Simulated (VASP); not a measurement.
The system is HfO2.

```xyz
12
Lattice="5.5564 0.0000 0.0000 0.0000 3.3336 0.0000 0.0000 0.0000 6.5050" Properties=species:S:1:pos:R:3 pbc="T T T"
Hf    4.1600    2.5002    3.9542
Hf    1.3964    0.8334    2.5508
Hf    1.3818    2.5002    5.8033
Hf    4.1746    0.8334    0.7017
O     3.5533    0.8334    2.7542
O     2.0031    2.5002    3.7508
O     0.7751    0.8334    0.4983
O     4.7813    2.5002    6.0067
O     2.8937    0.8334    5.4736
O     2.6627    2.5002    1.0313
O     0.1155    0.8334    4.2838
O     5.4409    2.5002    2.2212
```

Base run:

| Quantity | Value |
| --- | --- |
| Program | VASP 6.6.1 |
| Functional | PBE |
| Potentials or basis | VASP PAW PBE potentials, release 64 (Hf_pv, O) |
| Cutoff | 520 eV |
| k mesh | 5 × 8 × 4 |
| Occupations | gaussian, width 0.013 eV |
| Spin | no spin polarisation |

Its results: band gap on the k mesh 3.40 eV; pressure -0.4 GPa; largest force 0.013 eV/Å.

Problem. The run is repeated on the same cell with these changes: functional from PBE to r2SCAN; occupations from gaussian, width 0.013 eV to fermi-dirac, width 0.05 eV. What comes out?

Solution. Band gap on the k mesh 3.92 eV; pressure -7.3 GPa; largest force 0.116 eV/Å.

Caveats: spin-orbit coupling is left out, which moves the levels of the heavy elements; the cell stands under tension (at least some runs); the PAW data sets were made with another functional, which shifts forces and pressure a little (at least some runs).

A k mesh can miss the band edges.
